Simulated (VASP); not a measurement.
Input of a VASP 6.6.1 run:

INCAR

```
PREC     = Accurate       # precision mode
ENCUT    = 520            # plane-wave cutoff, eV
EDIFF    = 1E-6           # SCF threshold, eV
ISMEAR   = -1             # smearing method
SIGMA    = 0.15           # smearing width, eV
LREAL    = F              # projectors in reciprocal space
LASPH    = T              # aspherical terms in the spheres
NELM     = 60             # most SCF steps
ALGO     = Normal         # electronic algorithm
ISIF     = 2              # what is computed and relaxed
LWAVE    = F              # write WAVECAR
LCHARG   = F              # write CHGCAR
GGA      = PE             # functional
IVDW     = 13             # dispersion correction
NBANDS   = 8              # bands
```

The input KPOINTS:

```
regular mesh
0
Gamma
  14 14 13
```

The input POSCAR:

```
Si
1.0
    2.6211119262      0.0000000000      0.0000000000
   -1.3105559631      2.2699495142      0.0000000000
    0.0000000000      0.0000000000      2.4460081285
Si
1
Direct
    0.0000000000      0.0000000000      0.0000000000
```

Potentials or basis: VASP PAW PBE potentials, release 64 (Si).

Run with:

```sh
$ cat potpaw_PBE.64/Si/POTCAR > POTCAR
$ mpirun -np 1 vasp_std > vasp.out
```

Q: Estimate the band gap on the k mesh.

A: Zero (band 2 reaches 17.38 eV, above the bottom of band 3 at 6.20 eV).

Q: Estimate the dispersion energy per atom.

A: -0.442 eV.

Q: Predict the pressure.

A: -0.1 GPa.

Caveat: pairwise dispersion overbinds metals, which lowers pressure and volume.
